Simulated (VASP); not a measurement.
Write the native input for VASP 6.6.1 that does the following.

- Task: single point
- Functional: revPBE
- Potentials or basis: VASP PAW PBE potentials, release 64 (Se)
- Cutoff: 520 eV
- k mesh: 11 × 11 × 5
- Occupations: fermi-dirac, width 0.1 eV
- Spin: no spin polarisation
- Dipole correction: no
- Further INCAR settings: ALGO = Normal; EDIFF = 1e-06; NBANDS = 20

The structure of Se lies in POSCAR:

```
Se
1.0
    3.9505693933      0.0000000000      0.0000000000
   -1.9752846967      3.4212934540      0.0000000000
    0.0000000000      0.0000000000      7.4459185956
Se
4
Direct
    0.0000000000      0.0000000000      1.0000000000
    1.0000000000      1.0000000000      0.5000000000
    0.3333333333      0.6666666667      0.2500000000
    0.6666666667      0.3333333333      0.7500000000
```

This cell differs from its parent crystal: volume scaled by 1.08.

These files were run (other wordings do the same):

INCAR

```
SYSTEM = Se
PREC = Accurate
ENCUT = 520
EDIFF = 1E-6
ISMEAR = -1
SIGMA = 0.1
LREAL = .FALSE.
LASPH = .TRUE.
NELM = 80
ALGO = Normal
ISIF = 2
LWAVE = .FALSE.
LCHARG = .FALSE.
GGA = RE
NBANDS = 20
```

KPOINTS

```
Automatic mesh
0
G
  11 11 5
  0 0 0
```

Potentials or basis: VASP PAW PBE potentials, release 64 (Se).

The run is started by

```bash
$ cat potpaw_PBE.64/Se/POTCAR > POTCAR
$ mpirun -np 1 vasp_std > vasp.out
```

Results of the run:

```json
{"Pressure": "-4.0 GPa", "Band gap on the k mesh": "zero (band 12 reaches 3.92 eV, above the bottom of band 13 at 2.41 eV)"}
```

Caveat: the PAW data sets were made with another functional, which shifts forces and pressure a little.

It took 76 s on 1 thread of Intel(R) Xeon(R) Platinum 8488C (Sapphire Rapids), on a shared host, peak memory 0.24 GiB.
